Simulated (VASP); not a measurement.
## P: single point with revPBE

Crystal: P.

```xyz
1
Lattice="-1.5108 1.5108 1.5108 1.5108 -1.5108 1.5108 1.5108 1.5108 -1.5108" Properties=species:S:1:pos:R:3 pbc="T T T"
P     0.0000    0.0000    0.0000
```

This cell differs from its parent crystal: volume scaled by 0.96.

```json
{"Program": "VASP 6.6.1", "Task": "single point", "Functional": "revPBE", "Potentials or basis": "VASP PAW PBE potentials, release 64 (P)", "Cutoff": "520 eV", "k mesh": "16 × 16 × 16", "Occupations": "fermi-dirac, width 0.1 eV", "Spin": "no spin polarisation", "Dipole correction": "no", "Further INCAR settings": "ALGO = Normal; EDIFF = 1e-07; NBANDS = 8"}
```

* Pressure: 3.6 GPa

Levels at points of the mesh, in eV from the Fermi level:
```tsv
k point	band 1	band 2	band 3	band 4	band 5	band 6	band 7
(0.00, 0.00, 0.00)	-16.80	7.51	7.51	7.51	12.00	12.00	12.00
(0.50, 0.00, 0.00)	-10.08	-8.14	2.56	5.47	7.26	8.33	19.64
(0.50, 0.50, 0.50)	-3.93	-2.70	-2.70	-2.70	2.21	2.21	23.88
```

It took 7.9 s on 1 thread of Intel(R) Xeon(R) Platinum 8488C (Sapphire Rapids), with other jobs on the host, peak memory 0.12 GiB.

Caveat: the PAW data sets were made with another functional, which shifts forces and pressure a little.
